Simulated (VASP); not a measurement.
**BaNa3: single point with PBE**

Crystal: BaNa3.

```
CELL_PARAMETERS angstrom
4.60323 0.00000 0.00000
0.00000 4.60323 0.00000
0.00000 0.00000 4.60323
ATOMIC_POSITIONS crystal
Na 0.00000 0.50000 0.50000
Na 0.50000 0.00000 0.50000
Na 0.50000 0.50000 0.00000
Ba 0.00000 0.00000 0.00000
```

```
Program             : VASP 6.6.1
Task                : single point
Functional          : PBE
Potentials or basis : VASP PAW PBE potentials, release 64 (Na_pv, Ba_sv)
Cutoff              : 520 eV
k mesh              : 4 × 4 × 4
Occupations         : gaussian, width 0.1 eV
Spin                : no spin polarisation
```

```
Pressure               : 13.9 GPa
Band gap on the k mesh : zero (an odd number of electrons rules out a gap without spin polarisation)
```

Levels at points of the mesh, in eV from the Fermi level:
| k point | band 13 | band 14 | band 15 | band 16 | band 17 | band 18 | band 19 | band 20 |
| --- | --- | --- | --- | --- | --- | --- | --- | --- |
| (0.00, 0.00, 0.00) | -13.67 | -4.02 | -0.56 | -0.56 | 2.59 | 2.59 | 2.59 | 3.17 |
| (0.50, 0.00, 0.00) | -13.66 | -2.21 | -1.68 | -0.15 | 0.99 | 0.99 | 2.93 | 4.04 |
| (0.50, 0.50, 0.00) | -13.65 | -1.90 | -0.73 | 0.54 | 0.54 | 1.49 | 1.49 | 3.91 |
| (0.50, 0.50, 0.50) | -13.84 | -0.81 | -0.81 | -0.81 | 0.37 | 2.29 | 2.29 | 2.29 |

Wall time 20 s on 1 thread of Intel(R) Xeon(R) Platinum 8488C (Sapphire Rapids), on a shared host, peak memory 0.21 GiB.

Caveat: the cell stands under pressure; spin-orbit coupling is left out, which moves the levels of the heavy elements.
